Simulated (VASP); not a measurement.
Runs of VASP 6.6.1 on Si2N. The structure is that of space group P4/mmm (No. 123), or close to it. The cells are those of the table. The cell was built from a structure type or drawn by symmetry, and may not be a known phase.

| task | cell | k mesh | cutoff (eV) | gap on the mesh (eV) | pressure (GPa) | relaxed volume (Å³/atom) |
| --- | --- | --- | --- | --- | --- | --- |
| single point | a = 3.775, b = 3.775, c = 2.624 Å, 3 atoms | 12 × 12 × 18 | 520 | none | 0.0 | - |
| relaxation of cell and atoms | relaxed from a = 3.769, b = 3.769, c = 2.632 Å, 3 atoms | 12 × 12 × 18 | 600 | none | 0.0 | (a) |
| single point | a = 3.769, b = 3.769, c = 2.632 Å, 3 atoms | 4 × 4 × 6 | 520 | none | 0.1 | - |
| relaxation of cell and atoms | relaxed from a = 3.765, b = 3.765, c = 2.661 Å, 3 atoms | 4 × 4 × 6 | 600 | none | 0.4 | 12.43 |

Alike in all rows: level PBE; potentials or basis VASP PAW PBE potentials, release 64 (Si, N); no spin polarisation; smearing gaussian 0.1 eV.

Fill in the values left out.

(a) 12.45.

Caveats: some runs use coarse meshes.

A gap of «none» marks levels without a gap at the run's occupations.
